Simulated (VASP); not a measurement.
Input of a VASP 6.6.1 run:

Contents of INCAR:

```
SYSTEM = Pd
  PREC = Accurate
  ENCUT = 600
  EDIFF = 1E-7
  ISMEAR = -1
  SIGMA = 0.05
  LREAL = .False.
  LASPH = .True.
  NELM = 100
  ALGO = Normal
  ISIF = 3
  LWAVE = .False.
  LCHARG = .False.
  GGA = VW
  IBRION = 2
  NSW = 80
  EDIFFG = -0.005
```

File KPOINTS:

```
Automatic mesh
0
Gamma
  12 12 12
  0 0 0
```

POSCAR

```
Pd
1.0
    0.0000000000      2.0393277152      2.0393277152
    2.0393277152      0.0000000000      2.0393277152
    2.0393277152      2.0393277152      0.0000000000
Pd
1
Direct
    0.0000000000      0.0000000000      0.0000000000
```

Potentials or basis: VASP PAW PBE potentials, release 64 (Pd).

The run is started by

```sh
$ cat potpaw_PBE.64/Pd/POTCAR > POTCAR
$ mpirun -np 1 vasp_std > vasp.out
```

(1) Predict the relaxed cell.

(2) Predict the relaxed volume.

(3) Predict the space group after relaxing (to 0.05 Å).

(4) Predict the band gap on the k mesh.

Answers

(1) a = 2.711 Å, b = 2.711 Å, c = 2.711 Å, α = 60.00°, β = 60.00°, γ = 60.00°.

(2) 14.10 Å³/atom.

(3) Fm-3m (No. 225).

(4) zero (band 5 reaches 10.52 eV, above the bottom of band 6 at 8.81 eV).

Caveat: the cell differs from its parent crystal (volume scaled by 1.15); the volume moved by over 15 % at a fixed basis, so the end points are rough; the PAW data sets were made with another functional, which shifts forces and pressure a little.
